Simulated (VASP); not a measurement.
Write the native input for VASP 6.6.1 that does the following.

```yaml
Task: single point
Functional: PBE
Potentials_or_basis: VASP PAW PBE potentials, release 64 (Li_sv)
Cutoff: 520 eV
k_mesh: 10 × 10 × 14
Occupations: fermi-dirac, width 0.08 eV
Spin: no spin polarisation
Dipole_correction: no
Further_INCAR_settings: ALGO = Normal; EDIFF = 1e-06; NBANDS = 12
```

The structure of Li lies in POSCAR:

```
Li
1.0
    3.7793607216      0.0000000000      0.0000000000
   -1.8896803608      3.2730223950      0.0000000000
    0.0000000000      0.0000000000      2.0509115876
Li
3
Direct
    0.0000000000      0.0000000000      0.0000000000
    0.3333333333      0.6666666667      0.5000000000
    0.6666666667      0.3333333333      0.5000000000
```

One way to write it, as run:

INCAR

```
ALGO = Normal
EDIFF = 1E-6
ENCUT = 520
GGA = PE
ISIF = 2
ISMEAR = -1
LASPH = T
LCHARG = F
LREAL = F
LWAVE = F
NBANDS = 12
NELM = 100
PREC = Accurate
SIGMA = 0.08
```

KPOINTS

```
k-points
0
Gamma
  10 10 14
```

Potentials or basis: VASP PAW PBE potentials, release 64 (Li_sv).

Command:

```console
$ cat potpaw_PBE.64/Li_sv/POTCAR > POTCAR
$ mpirun -np 1 vasp_std > vasp.out
```

Wall time 24 s on 1 thread of Intel Xeon 6975P-C, with other jobs on the host, peak memory 0.14 GiB.
